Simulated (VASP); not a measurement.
A run of VASP 6.6.1 is set up as follows.

File INCAR:

```
SYSTEM = SnO
PREC = Accurate
ENCUT = 520
EDIFF = 1E-6
ISMEAR = 0
SIGMA = 0.15
LREAL = .FALSE.
LASPH = .TRUE.
NELM = 100
ALGO = Normal
ISIF = 2
LWAVE = .FALSE.
LCHARG = .TRUE.
GGA = PE
IVDW = 12
LELF = .TRUE.
LVHAR = .TRUE.
NBANDS = 28
```

File KPOINTS:

```
regular mesh
0
G
  14 14 12
  0 0 0
```

The input POSCAR:

```
SnO
1.0
    4.1333867136      0.0000000000      0.0000000000
    0.0000000000      4.1333867136      0.0000000000
    0.0000000000      0.0000000000      4.1038780454
Sn O
2 2
Direct
    0.0000000000      0.5000000000      0.2432422108
    0.5000000000      0.0000000000      0.7567577892
    0.0000000000      0.0000000000      0.0000000000
    0.5000000000      0.5000000000      0.0000000000
```

Potentials or basis: VASP PAW PBE potentials, release 64 (Sn_d, O).

Command:

```console
$ cat potpaw_PBE.64/Sn_d/POTCAR potpaw_PBE.64/O/POTCAR > POTCAR
$ mpirun -np 1 vasp_std > vasp.out
```

Question: Predict the band gap on the k mesh.

Answer: 0.85 eV (least direct gap 1.23 eV).

Question: Estimate the largest force.

Answer: 0.347 eV/Å.

Question: What does it give for the pressure?

Answer: -3.0 GPa.

Question: Predict the dispersion energy per atom.

Answer: -0.235 eV.

Forces on the atoms (eV/Å):
```
Sn   0.000  0.000  0.347
Sn   0.000  0.000 -0.347
O    0.000  0.000  0.000
O    0.000  0.000  0.000
```

Caveat: spin-orbit coupling is left out, which moves the levels of the heavy elements. A k mesh can miss the band edges.
